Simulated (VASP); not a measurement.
Set up this calculation in VASP 6.6.1, as the native input.

```
Task                   : single point
Functional             : PBE
Potentials or basis    : VASP PAW PBE potentials, release 64 (Ga_d, N)
Cutoff                 : 520 eV
k mesh                 : 6 × 6 × 6
Occupations            : gaussian, width 0.1 eV
Spin                   : collinear spin, ferromagnetic start
Starting moments       : [0.0, 0.0, 1.0] μB
Dipole correction      : no
Further INCAR settings : ALGO = Normal; EDIFF = 1e-06; NBANDS = 26
```

The structure of Ga2N lies in POSCAR:

```
Ga2N
1.0
    0.0000000000      2.8862665500      2.8862665500
    2.8862665500      0.0000000000      2.8862665500
    2.8862665500      2.8862665500      0.0000000000
Ga N
2 1
Direct
    0.5000000000      0.5000000000      0.5000000000
    0.7500000000      0.7500000000      0.7500000000
    0.0000000000      0.0000000000      0.0000000000
```

These files were run (other wordings do the same):

INCAR

```
SYSTEM = Ga2N
PREC = Accurate
ENCUT = 520
EDIFF = 1E-6
ISMEAR = 0
SIGMA = 0.1
LREAL = .FALSE.
LASPH = .TRUE.
NELM = 150
ALGO = Normal
ISIF = 2
LWAVE = .FALSE.
LCHARG = .FALSE.
ISPIN = 2
MAGMOM = 0 0 1
LORBIT = 11
GGA = PE
NBANDS = 26
```

KPOINTS

```
regular mesh
0
G
  6 6 6
  0 0 0
```

Potentials or basis: VASP PAW PBE potentials, release 64 (Ga_d, N).

Launch:

```sh
$ cat potpaw_PBE.64/Ga_d/POTCAR potpaw_PBE.64/N/POTCAR > POTCAR
$ mpirun -np 1 vasp_std > vasp.out
```

It gave:

```json
{
 "Pressure": "-0.5 GPa",
 "Net moment": "0.00 μB per cell",
 "Valence electrons inside the program's atomic spheres": "Ga 11.61, 11.57; N 3.40"
}
```

Wall time 22 s on 1 thread of Intel(R) Xeon(R) 6975P-C (Granite Rapids) (shared host), peak memory 0.2 GiB.
